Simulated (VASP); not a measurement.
# Ge (Cmmm) in VASP: notebook

Runs on Ge. Level: r2SCAN. Tasks: single point.

Everything below comes from runs of VASP 6.6.1. Logs are shortened: lines on timing, memory, paths and dates and some standing lists are left out, and cuts for length are marked.

## (1) The cell of the first run

Symmetry: Cmmm, No. 65, orthorhombic system. Conventional cell: a = 2.813 Å, b = 5.235 Å, c = 2.716 Å, α = 90.00°, β = 90.00°, γ = 90.00°. Ge (site symmetry mmm) has 8 Ge at 2.72 to 2.97 Å within 3.6 Å.

## (2) Single point, r2SCAN

POSCAR

```
Ge
1.0
    1.4064019120     -2.6177384622      0.0000000000
    1.4064019120      2.6177384622      0.0000000000
    0.0000000000      0.0000000000      2.7161006002
Ge
1
Direct
    0.5000000000      0.5000000000      0.0000000000
```

INCAR.step1

```
PREC     = Accurate       # precision mode
ENCUT    = 520            # plane-wave cutoff, eV
ISMEAR   = -1             # smearing method
SIGMA    = 0.05           # smearing width, eV
LREAL    = F              # projectors in reciprocal space
LASPH    = T              # aspherical terms in the spheres
NELM     = 60             # most SCF steps
NBANDS   = 13             # bands
GGA      = PE             # functional
ALGO     = Normal         # electronic algorithm
EDIFF    = 1E-4           # SCF threshold, eV
LWAVE    = T              # write WAVECAR
LCHARG   = F              # write CHGCAR
```

INCAR.step2

```
PREC     = Accurate       # precision mode
ENCUT    = 520            # plane-wave cutoff, eV
EDIFF    = 1E-6           # SCF threshold, eV
ISMEAR   = -1             # smearing method
SIGMA    = 0.05           # smearing width, eV
LREAL    = F              # projectors in reciprocal space
LASPH    = T              # aspherical terms in the spheres
NELM     = 60             # most SCF steps
ALGO     = Normal         # electronic algorithm
ISIF     = 2              # what is computed and relaxed
LWAVE    = F              # write WAVECAR
LCHARG   = F              # write CHGCAR
METAGGA  = R2SCAN         # meta-GGA
LMIXTAU  = T            
NBANDS   = 13             # bands
ISTART   = 1
```

KPOINTS

```
regular mesh
0
Gamma
  11 11 10
```

Potentials or basis: VASP PAW PBE potentials, release 64 (Ge_d).

Command:

```sh
> cat potpaw_PBE.64/Ge_d/POTCAR > POTCAR
> cp INCAR.step1 INCAR
> mpirun -np 1 vasp_std > vasp.out
> cp INCAR.step2 INCAR
> mpirun -np 1 vasp_std > vasp.out
```

OUTCAR:

```text
PREC = Accurate
   ENCUT = 520
   EDIFF = 1E-6
   ISMEAR = -1
   LREAL = F
   LASPH = T
   NELM = 60
   ISIF = 2
   METAGGA = R2SCAN
   ISTART = 1

 ion  position               nearest neighbor table
   1  0.500  0.500  0.000-

  LATTYP: Found a base centered orthorhombic cell.
 ALAT       =     2.8128038240
 B/A-ratio  =     1.8613018369
 C/A-ratio  =     0.9656203454

  Lattice vectors:

 A1 = (   1.4064019120,  -2.6177384622,   0.0000000000)
 A2 = (   1.4064019120,   2.6177384622,   0.0000000000)
 A3 = (   0.0000000000,   0.0000000000,   2.7161006002)

Analysis of symmetry for initial positions (statically):
=====================================================================
 Subroutine PRICEL returns:
 Original cell was already a primitive cell.

 Routine SETGRP: Setting up the symmetry group for a
 base centered orthorhombic supercell.

 Subroutine GETGRP returns: Found  8 space group operations
 (whereof  8 operations were pure point group operations)
 out of a pool of  8 trial point group operations.

The static configuration has the point symmetry D_2h.

Analysis of symmetry for dynamics (positions and initial velocities):
=====================================================================
 Subroutine PRICEL returns:
 Original cell was already a primitive cell.

 Routine SETGRP: Setting up the symmetry group for a
 base centered orthorhombic supercell.

 Subroutine GETGRP returns: Found  8 space group operations
 (whereof  8 operations were pure point group operations)
 out of a pool of  8 trial point group operations.

The dynamic configuration has the point symmetry D_2h.

 Subroutine INISYM returns: Found  8 space group operations
 (whereof  8 operations are pure point group operations),
 and found     1 'primitive' translations

----------------------------------------------------------------------------------------

                                     Primitive cell

  volume of cell :      19.9992

  direct lattice vectors                    reciprocal lattice vectors
     1.406401912 -2.617738462  0.000000000     0.355517150 -0.191004566  0.000000000
     1.406401912  2.617738462  0.000000000     0.355517150  0.191004566  0.000000000
     0.000000000  0.000000000  2.716100600     0.000000000  0.000000000  0.368174875

  length of vectors
     2.971619255  2.971619255  2.716100600     0.403577983  0.403577983  0.368174875

  position of ions in fractional coordinates (direct lattice)
     0.500000000  0.500000000  0.000000000

  ion indices of the primitive-cell ions
   primitive index   ion index
                 1           1

----------------------------------------------------------------------------------------

 KPOINTS: regular mesh

Automatic generation of k-mesh.
 Grid dimensions read from file:
 generate k-points for:   11   11   10

 Generating k-lattice:

  Cartesian coordinates                     Fractional coordinates (reciprocal lattice)
     0.032319741 -0.017364051  0.000000000     0.090909091  0.000000000  0.000000000
     0.032319741  0.017364051  0.000000000     0.000000000  0.090909091  0.000000000
     0.000000000  0.000000000  0.036817488     0.000000000  0.000000000  0.100000000

  Length of vectors
     0.036688908  0.036688908  0.036817488

  Shift w.r.t. Gamma in fractional coordinates (k-lattice)
     0.000000000  0.000000000  0.000000000

 Subroutine IBZKPT returns following result:
 ===========================================

 Found    216 irreducible k-points:

 Following reciprocal coordinates:
            Coordinates               Weight
  0.000000  0.000000  0.000000      1.000000
  0.090909 -0.000000  0.000000      4.000000
  0.181818 -0.000000  0.000000      4.000000
  0.272727  0.000000  0.000000      4.000000
  0.363636 -0.000000  0.000000      4.000000
  0.454545 -0.000000  0.000000      4.000000
[... 16 lines left out ...]
 -0.272727  0.181818  0.000000      4.000000
 -0.181818  0.181818  0.000000      2.000000
 [... further k-points ...]
   k-points           NKPTS =    216   k-points in BZ     NKDIM =    216   number of bands    NBANDS=     13
   number of dos      NEDOS =    301   number of ions     NIONS =      1
   total plane-waves  NPLWV =  11520
   dimension x,y,z NGX =    24 NGY =   24 NGZ =   20
   dimension x,y,z NGXF=    48 NGYF=   48 NGZF=   40
   ions per type =               1
   NGX,Y,Z   is equivalent  to a cutoff of  13.43, 13.43, 12.24 a.u.
   NGXF,Y,Z  is equivalent  to a cutoff of  26.85, 26.85, 24.48 a.u.
 SYSTEM =  unknown system
   PREC   = accura    normal or accurate (medium, high low for compatibility)
   ISTART =      1    job   : 0-new  1-cont  2-samecut
   ICHARG =      0    charge: 1-file 2-atom 10-const
   ISPIN  =      1    spin polarized calculation?
   LNONCOLLINEAR =      F non collinear calculations
   LSORBIT =      F    spin-orbit coupling
   LASPH  =      T    aspherical Exc in radial PAW
   ENCUT  =  520.0 eV  38.22 Ry    6.18 a.u.   5.53  5.53  5.05*2*pi/ulx,y,z
   NELM   =     60;   NELMIN=  2; NELMDL=  0     # of ELM steps
   EDIFF  = 0.1E-05   stopping-criterion for ELM
   LREAL  =      F    real-space projection
   EDIFFG = 0.1E-04   stopping-criterion for IOM
   NSW    =      0    number of steps for IOM
   IBRION =     -1    ionic relax: 0-MD 1-quasi-New 2-CG
   NFREE  =      0    steps in history (QN), initial steepest desc. (CG)
   ISIF   =      2    stress and relaxation
   ISYM   =      2    0-nonsym 1-usesym 2-fastsym
   POTIM  = 0.5000    time-step for ionic-motion
   TEBEG  =    0.0;   TEEND  =   0.0 temperature during run
   PSTRESS=    0.0 pullay stress
   NELECT =      14.0000    total number of electrons
   NUPDOWN=      -1.0000    fix difference up-down
   EMIN   =  10.00;   EMAX   =-10.00  energy-range for DOS
   EFERMI =   0.00;   METHOD = LEGACY
   ISMEAR =    -1;   SIGMA  =   0.05  broadening in eV -4-tet -1-fermi 0-gaus
   EFERMI_NEDOS =   21; number of points for ismear=-14 and -15
   IALGO  =     38    algorithm
   IMIX   =      4    mixing-type and parameters
     AMIX     =   0.40;   BMIX     =  1.00
     AMIX_MAG =   1.60;   BMIX_MAG =  1.00
  volume/ion in A,a.u.               =      20.00       134.96
  Fermi-wavevector in a.u.,A,eV,Ry     =   1.453607  2.746919 28.748746  2.112973
  Thomas-Fermi vector in A             =   2.570854
   LORBIT       =      0    0 simple, 1 ext, 2 COOP (PROOUT), +10 PAW based schemes
   METAGGA = R2SCAN    functional components
   LHFCALC =     F    Hartree Fock is set to
   AEXX    =    0.0000 exact exchange contribution
   IVDW    =     0    specifies the selected vdW correction
   LEPSILON=     F    determine dielectric tensor
   LRPA    =     F    only Hartree local field effects (RPA)
 non-spin polarized calculation
  energy-cutoff  :      520.00
  volume of cell :       20.00
 maximum number of plane-waves:       553
 NGX is ok and might be reduce to    24
   NGX = 11   NGY = 11   NGZ = 11

 number of electron      14.0000008 magnetization

 Free energy of the ion-electron system (eV)
  ---------------------------------------------------
  ext. energy  EPLUGINS =         0.00000000
  ---------------------------------------------------
  free energy    TOTEN  =       -13.46753957 eV

  energy without entropy =      -13.46401043  energy(sigma->0) =      -13.46577500

 E-fermi :   5.8363     XC(G=0): -11.9629

 val. band max:        5.8261333664   @ k =   0.4545   0.0909   0.4000
 cond. band min:       5.9016916413   @ k =   0.4545   0.1818   0.4000
 fundamental gap:      0.0755582749
 Fermi energy:         5.8363303906

 k-point     1 :       0.0000    0.0000    0.0000
  band No.  band energies     occupation
      1     -19.5720      2.00000
      2     -19.5222      2.00000
      3     -19.4710      2.00000
      4     -19.3602      2.00000
      5     -19.3379      2.00000
      6      -7.4388      2.00000
      7      12.7787      0.00000
      8      13.2536      0.00000
      9      14.8144      0.00000
     10      16.3901      0.00000
     11      19.0393      0.00000
     12      21.5453      0.00000
     13      21.7459      0.00000

 k-point     2 :       0.0909   -0.0000    0.0000
  band No.  band energies     occupation
      1     -19.5663      2.00000
      2     -19.5134      2.00000
      3     -19.4720      2.00000
      4     -19.3615      2.00000
      5     -19.3419      2.00000
      6      -7.2306      2.00000
      7      12.3504      0.00000
      8      12.9807      0.00000
      9      13.2166      0.00000
     10      16.9222      0.00000
     11      18.7704      0.00000
     12      20.3971      0.00000
     13      22.9757      0.00000

 k-point     3 :       0.1818   -0.0000    0.0000
  band No.  band energies     occupation
      1     -19.5544      2.00000
      2     -19.4961      2.00000
      3     -19.4653      2.00000
      4     -19.3657      2.00000
      5     -19.3518      2.00000
      6      -6.6066      2.00000
      7       9.4844      0.00000
      8      11.7480      0.00000
      9      13.5734      0.00000
     10      16.3764      0.00000
     11      18.3150      0.00000
     12      22.3804      0.00000
     13      25.6097      0.00000
[... 305 lines left out ...]
 k-point    23 :      -0.2727    0.1818    0.0000
  band No.  band energies     occupation
      1     -19.5538      2.00000
      2     -19.5127      2.00000
      3     -19.4350      2.00000
      4     -19.3776      2.00000
      5     -19.3447      2.00000
      6      -6.1353      2.00000
      7       6.7824      0.00000
      8      11.0581      0.00000
      9      13.9802      0.00000
     10      18.0212      0.00000
     11      19.5098      0.00000
     12      23.2583      0.00000
     13      27.7707      0.00000

 k-point    24 :      -0.1818    0.1818    0.0000
  band No.  band energies     occupation
      1     -19.5633      2.00000
      2     -19.5182      2.00000
      3     -19.4460      2.00000
      4     -19.3720      2.00000
      5     -19.3402      2.00000
      6      -6.7052      2.00000
      7       8.2288      0.00000
      8      13.3530      0.00000
      9      13.4627      0.00000
     10      16.9036      0.00000
     11      18.7476      0.00000
     12      24.4396      0.00000
     13      24.6612      0.00000

 [... further k-points ...]
[... 5 lines left out ...]
  --------------------------------------------------------------------------------------
  -------------------------------------------------------------------------------------
  Total       -0.3688814     -0.7332849     -0.5233500     -0.0000000      0.0000000      0.0000000
  in kB      -29.5519265    -58.7451171    -41.9267577     -0.0000000      0.0000000      0.0000000
  external PRESSURE =     -43.4079337 kB  Pullay stress =       0.0000000 kB

 VOLUME and BASIS-vectors are now :
 -----------------------------------------------------------------------------
  energy-cutoff  :      520.00
  volume of cell :       20.00
      direct lattice vectors                 reciprocal lattice vectors
     1.406401912 -2.617738462  0.000000000     0.355517150 -0.191004566  0.000000000
     1.406401912  2.617738462  0.000000000     0.355517150  0.191004566  0.000000000
     0.000000000  0.000000000  2.716100600     0.000000000  0.000000000  0.368174875

 POSITION                                       TOTAL-FORCE (eV/Angst)
 -----------------------------------------------------------------------------------
      1.40640      0.00000      0.00000         0.000000     -0.000000      0.000000
 -----------------------------------------------------------------------------------
    total drift:                               -0.000000     -0.000000     -0.000000

  FREE ENERGIE OF THE ION-ELECTRON SYSTEM (eV)
  ---------------------------------------------------
  free  energy   TOTEN  =       -13.4675395705 eV

  energy  without entropy=      -13.4640104257  energy(sigma->0) =      -13.46577500
```

Run time: 55 s. Hardware: 1 thread of Intel Xeon 6975P-C (Granite Rapids), shared host; peak memory 0.17 GiB.

Results:

| Property | Result |
| --- | --- |
| Free energy | -13.4675 eV |
| Pressure | -4.3 GPa |
| Band gap on the k mesh | zero (band 7 reaches 12.78 eV, above the bottom of band 8 at 3.45 eV) |

Levels at points of the mesh, in eV from the Fermi level:
```
           k point  band 5  band 6  band 7  band 8  band 9  band 10
(0.00, 0.00, 0.00)  -25.17  -13.28    6.94    7.42    8.98    10.55
(0.00, 0.00, 0.50)  -25.21   -9.43   -5.72   10.38   11.94    16.62
```

Caveat: the PAW data sets were made with another functional, which shifts forces and pressure a little.

## (3) Single point, r2SCAN

This run uses another cell than the first one, of 20.39 Å³/atom, 1.020 times its volume.

POSCAR

```
Ge
1.0
    1.4155346479     -2.6347372402      0.0000000000
    1.4155346479      2.6347372402      0.0000000000
    0.0000000000      0.0000000000      2.7337381113
Ge
1
Direct
    0.5000000000      0.5000000000      0.0000000000
```

INCAR.step1

```
ALGO = Normal
EDIFF = 1E-4
ENCUT = 520
GGA = PE
ISMEAR = -1
LASPH = True
LCHARG = False
LREAL = False
LWAVE = True
NBANDS = 13
NELM = 60
PREC = Accurate
SIGMA = 0.05
```

INCAR.step2

```
ALGO = Normal
EDIFF = 1E-6
ENCUT = 520
ISIF = 2
ISMEAR = -1
ISTART = 1
LASPH = True
LCHARG = False
LMIXTAU = True
LREAL = False
LWAVE = False
METAGGA = R2SCAN
NBANDS = 13
NELM = 60
PREC = Accurate
SIGMA = 0.05
```

KPOINTS

```
k-points
0
Gamma
  11 11 10
```

Potentials or basis: VASP PAW PBE potentials, release 64 (Ge_d).

Command:

```sh
> cat potpaw_PBE.64/Ge_d/POTCAR > POTCAR
> cp INCAR.step1 INCAR
> mpirun -np 1 vasp_std > vasp.out
> cp INCAR.step2 INCAR
> mpirun -np 1 vasp_std > vasp.out
```

It took 55 s on 1 thread of Intel Xeon 6975P-C (Granite Rapids), shared host; peak memory 0.18 GiB.

It converged, with:

- Free energy: -13.4558 eV
- Pressure: -5.4 GPa
- Band gap on the k mesh: zero (band 7 reaches 12.47 eV, above the bottom of band 8 at 3.32 eV)

Stress tensor (GPa, compression positive):
```
-4.08  0.00  0.00
 0.00 -6.83  0.00
 0.00  0.00 -5.26
```

Levels at points of the mesh, in eV from the Fermi level:
```
           k point  band 5  band 6  band 7  band 8  band 9  band 10
(0.00, 0.00, 0.00)  -25.17  -13.11    6.84    7.28    8.81    10.48
(0.00, 0.00, 0.50)  -25.20   -9.36   -5.59   10.15   11.68    16.45
```

Caveat: the PAW data sets were made with another functional, which shifts forces and pressure a little.

## (4) Single point, r2SCAN

This run uses another cell than the first one, of 20.78 Å³/atom, 1.039 times its volume.

POSCAR

```
Ge
1.0
    1.4245510352     -2.6515194585      0.0000000000
    1.4245510352      2.6515194585      0.0000000000
    0.0000000000      0.0000000000      2.7511509255
Ge
1
Direct
    0.5000000000      0.5000000000      0.0000000000
```

INCAR.step1

```
ALGO = Normal ; EDIFF = 1E-4
ENCUT = 520 ; GGA = PE
ISMEAR = -1 ; LASPH = True
LCHARG = False ; LREAL = False
LWAVE = True ; NBANDS = 13
NELM = 80 ; PREC = Accurate
SIGMA = 0.05
```

INCAR.step2

```
ALGO = Normal ; EDIFF = 1E-7
ENCUT = 520 ; ISIF = 2
ISMEAR = -1 ; ISTART = 1
LASPH = True ; LCHARG = False
LMIXTAU = True ; LREAL = False
LWAVE = False ; METAGGA = R2SCAN
NBANDS = 13 ; NELM = 80
PREC = Accurate ; SIGMA = 0.05
```

KPOINTS is that of step 3.

Command:

```sh
> cat potpaw_PBE.64/Ge_d/POTCAR > POTCAR
> cp INCAR.step1 INCAR
> mpirun -np 1 vasp_std > vasp.out
> cp INCAR.step2 INCAR
> mpirun -np 1 vasp_std > vasp.out
```

It took 55 s on 1 thread of Intel Xeon 6975P-C (Granite Rapids), shared host; peak memory 0.18 GiB.

Results (log left out):

| Item | Value |
| --- | --- |
| Free energy | -13.4417 eV |
| Pressure | -6.3 GPa |
| Band gap on the k mesh | zero (band 7 reaches 12.18 eV, above the bottom of band 8 at 3.19 eV) |

Stress tensor (GPa, compression positive):
```
-5.07  0.00  0.00
 0.00 -7.65  0.00
 0.00  0.00 -6.19
```

Levels at points of the mesh, in eV from the Fermi level:
```csv
k point,band 4,band 5,band 6,band 7,band 8,band 9,band 10,band 11
"(0.00, 0.00, 0.00)",-25.19,-25.17,-12.96,6.74,7.15,8.64,10.41,12.96
"(0.00, 0.00, 0.50)",-25.22,-25.20,-9.29,-5.47,9.94,11.43,16.29,16.86
```

Caveat: the PAW data sets were made with another functional, which shifts forces and pressure a little.

## (5) Overview

```tsv
cell	gap on the mesh (eV)	pressure (GPa)
a = 2.972, b = 2.972, c = 2.716 Å, angles 90.0, 90.0, 123.5°, 1 atom	none	-4.3
a = 2.991, b = 2.991, c = 2.734 Å, angles 90.0, 90.0, 123.5°, 1 atom	none	-5.4
a = 3.010, b = 3.010, c = 2.751 Å, angles 90.0, 90.0, 123.5°, 1 atom	none	-6.3
```

Alike in all rows: task single point; level r2SCAN; potentials or basis VASP PAW PBE potentials, release 64 (Ge_d); no spin polarisation; k mesh 11 × 11 × 10; cutoff (eV) 520; smearing fermi-dirac 0.05 eV.

Caveats: the PAW data sets were made with another functional, which shifts forces and pressure a little.

Total energies depend on the potentials used, so only differences within one code and one set of settings carry meaning.
